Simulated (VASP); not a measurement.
Here is a VASP 6.6.1 calculation.

Contents of INCAR:

```
SYSTEM = Al2Pt
ALGO = Normal ; EDIFF = 1E-6
ENCUT = 500 ; GGA = PE
GGA_COMPAT = .FALSE. ; ISIF = 2
ISMEAR = 0 ; LASPH = .TRUE.
LCHARG = .FALSE. ; LREAL = .FALSE.
LWAVE = .FALSE. ; NBANDS = 15
NELM = 120 ; PREC = Accurate
SIGMA = 0.1
```

The input KPOINTS:

```
k-points
0
G
  6 6 6
  0 0 0
```

The input POSCAR:

```
Al2Pt
1.0
    0.0000000000      2.9549999200      2.9549999200
    2.9549999200      0.0000000000      2.9549999200
    2.9549999200      2.9549999200      0.0000000000
Al Pt
2 1
Direct
    0.2500000000      0.2500000000      0.2500000000
    0.7500000000      0.7500000000      0.7500000000
    0.0000000000      0.0000000000      0.0000000000
```

Potentials or basis: VASP PAW PBE potentials, release 64 (Al, Pt).

Command:

```bash
$ cat potpaw_PBE.64/Al/POTCAR potpaw_PBE.64/Pt/POTCAR > POTCAR
$ mpirun -np 1 vasp_std > vasp.out
```

Task: Predict the band gap on the k mesh.

Result: Zero (band 8 reaches 11.72 eV, above the bottom of band 9 at 6.30 eV).

Task: Estimate the pressure.

Result: 2.2 GPa.

Caveat: spin-orbit coupling is left out, which moves the levels of the heavy elements.
